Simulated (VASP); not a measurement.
Set up this calculation in VASP 6.6.1, as the native input.

```
Task                   : single point
Functional             : PBE
Potentials or basis    : VASP PAW PBE potentials, release 64 (Al, Nb_sv, N)
Cutoff                 : 600 eV
k mesh                 : 3 × 3 × 3
Occupations            : gaussian, width 0.15 eV
Spin                   : no spin polarisation
Dipole correction      : no
Further INCAR settings : ALGO = Normal; EDIFF = 1e-06; NBANDS = 26
```

The structure of NbAl2N3 lies in POSCAR:

```
NbAl2N3
1.0
    4.2998473225      0.0000000000      0.0000000000
   -2.1499236612      3.7237770137      0.0000000000
    0.0000000000      0.0000000000      4.0653814944
Al Nb N
2 1 3
Direct
    0.3333333333      0.6666666667      0.5000000000
    0.6666666667      0.3333333333      0.5000000000
    0.0000000000      0.0000000000      0.0000000000
    0.3333333333      0.6666666667      0.0000000000
    0.6666666667      0.3333333333      0.0000000000
    0.0000000000      0.0000000000      0.5000000000
```

These files were run (other wordings do the same):

INCAR

```
SYSTEM = NbAl2N3
PREC = Accurate
ENCUT = 600
EDIFF = 1E-6
ISMEAR = 0
SIGMA = 0.15
LREAL = .FALSE.
LASPH = .TRUE.
NELM = 120
ALGO = Normal
ISIF = 2
LWAVE = .FALSE.
LCHARG = .FALSE.
GGA = PE
NBANDS = 26
GGA_COMPAT = .FALSE.
```

KPOINTS

```
regular mesh
0
G
  3 3 3
  0 0 0
```

Potentials or basis: VASP PAW PBE potentials, release 64 (Al, Nb_sv, N).

The run is started by

```sh
$ cat potpaw_PBE.64/Al/POTCAR potpaw_PBE.64/Nb_sv/POTCAR potpaw_PBE.64/N/POTCAR > POTCAR
$ mpirun -np 1 vasp_std > vasp.out
```

Results of the run:

The pressure is -0.9 GPa and the band gap on the k mesh is zero (band 17 reaches 10.11 eV, above the bottom of band 18 at 9.02 eV).

Caveat: the k points lie up to 0.56 Å⁻¹ apart.

Wall time 8 s on 1 thread of Intel(R) Xeon(R) 6975P-C (Granite Rapids), on a shared host, peak memory 0.19 GiB.
